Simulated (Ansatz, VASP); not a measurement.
**TaN in VASP and in Ansatz**

The input INCAR:

```
SYSTEM = TaN
ALGO = Normal ; EDIFF = 1E-6
ENCUT = 520 ; GGA = CA
ISIF = 2 ; ISMEAR = -1
LASPH = .True. ; LCHARG = .False.
LREAL = .False. ; LWAVE = .False.
NBANDS = 33 ; NELM = 100
PREC = Accurate ; SIGMA = 0.03
```

File KPOINTS:

```
k-points
0
Gamma
  5 5 8
  0 0 0
```

File POSCAR:

```
TaN
1.0
    5.0791532447      0.0000000000      0.0000000000
   -2.5395766223      4.3986757396      0.0000000000
    0.0000000000      0.0000000000      2.8486364041
Ta N
3 3
Direct
    0.0000000000      0.0000000000      0.0000000000
    0.3333333333      0.6666666667      0.5000000000
    0.6666666667      0.3333333333      0.5000000000
    0.5000000000      0.0000000000      0.0000000000
    0.5000000000      0.5000000000      0.0000000000
    0.0000000000      0.5000000000      0.0000000000
```

Input for Ansatz:

```yaml
crystal:
  lattice:
    - [5.0791532447, 0.0, 0.0]
    - [-2.5395766223, 4.3986757396, 0.0]
    - [0.0, 0.0, 2.8486364041]
  atoms:
    - { symbol: Ta, position: [0.0, 0.0, 0.0] }
    - { symbol: Ta, position: [0.3333333333, 0.6666666667, 0.5] }
    - { symbol: Ta, position: [0.6666666667, 0.3333333333, 0.5] }
    - { symbol: "N", position: [0.5, 0.0, 0.0] }
    - { symbol: "N", position: [0.5, 0.5, 0.0] }
    - { symbol: "N", position: [0.0, 0.5, 0.0] }
kpoints:
  mp_grid: { grid: [5, 5, 8] }
  band_path:
    path:
      - [0.0, 0.0, 0.0]
      - [0.5, 0.0, 0.0]
      - [0.3333333333, 0.3333333333, 0.0]
      - [0.0, 0.0, 0.0]
      - [0.0, 0.0, 0.5]
      - [0.5, 0.0, 0.5]
      - [0.3333333333, 0.3333333333, 0.5]
      - [0.0, 0.0, 0.5]
      - [0.5, 0.0, 0.5]
    npoints: 5
scf:
  occupations: { method: fermi_dirac, width: 0.03 }
hamiltonian:
  xc: lda
  pseudopotentials: { kind: all_electron, lapw: { basis_error: 0.0005 } }
output:
  forces: true
  stress: true
  eigenvalues: true
```

Change from the starting cell: volume scaled by 0.94.

Alike in both runs: task single point; functional LDA; k mesh 5 × 5 × 8; occupations fermi-dirac, width 0.03 eV; no spin polarisation.

|  | VASP | Ansatz |
| --- | --- | --- |
| version | VASP 6.6.1 | Ansatz 0.2.0 |
| potentials or method | VASP PAW LDA potentials, release 64 (Ta_pv, N), cutoff 520 eV | all-electron LAPW, scalar-relativistic |

```csv
,VASP,Ansatz,Ansatz less VASP
pressure (GPa),20.0,17.5,-2.53
"traceless stress, the component that is largest in VASP (GPa)",4.11,3.48,-0.625
```

LDA's correlation is that of Perdew and Zunger in VASP and of Perdew and Wang (1992) in Ansatz. Ansatz ran all-electron here, and VASP with PAW potentials.

Spin-orbit coupling is off throughout.
